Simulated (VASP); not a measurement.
The system is SnSe.

```
Sn Se
1.0
     0.00000    3.01000    3.01000
     3.01000    0.00000    3.01000
     3.01000    3.01000    0.00000
Sn Se
1 1
Direct
  0.00000 0.00000 0.00000
  0.50000 0.50000 0.50000
```

| Property | Result |
| --- | --- |
| Program | VASP 6.6.1 |
| Task | relaxation of cell and atoms |
| Functional | revPBE |
| Dispersion | D4 |
| Potentials or basis | VASP PAW PBE potentials, release 64 (Sn_d, Se) |
| Cutoff | 600 eV |
| k mesh | 8 × 8 × 8 |
| Occupations | methfessel-paxton, width 0.025 eV |
| Spin | no spin polarisation |

At the start: pressure -1.4 GPa; volume 27.27 Å³/atom.

How do energy, volume and symmetry change on relaxing?

Over 3 steps the energy falls by 4.2 meV/atom and the volume is 26.41 Å³/atom (-3.2 %); space group Fm-3m (No. 225, to 0.05 Å).

The path:
```tsv
step	energy change (eV)	largest force (eV/Å)	pressure (GPa)	volume (Å³)
1	0.0000	0.0000	-1.43	54.54
2	-0.0082	0.0000	0.18	52.64
3	-0.0083	0.0000	0.01	52.81
```

Final structure:
```
CELL_PARAMETERS angstrom
0.00000 2.97786 2.97786
2.97786 0.00000 2.97786
2.97786 2.97786 0.00000
ATOMIC_POSITIONS crystal
Sn 0.00000 0.00000 0.00000
Se 0.50000 0.50000 0.50000
```

Caveat: the PAW data sets were made with another functional, which shifts forces and pressure a little.
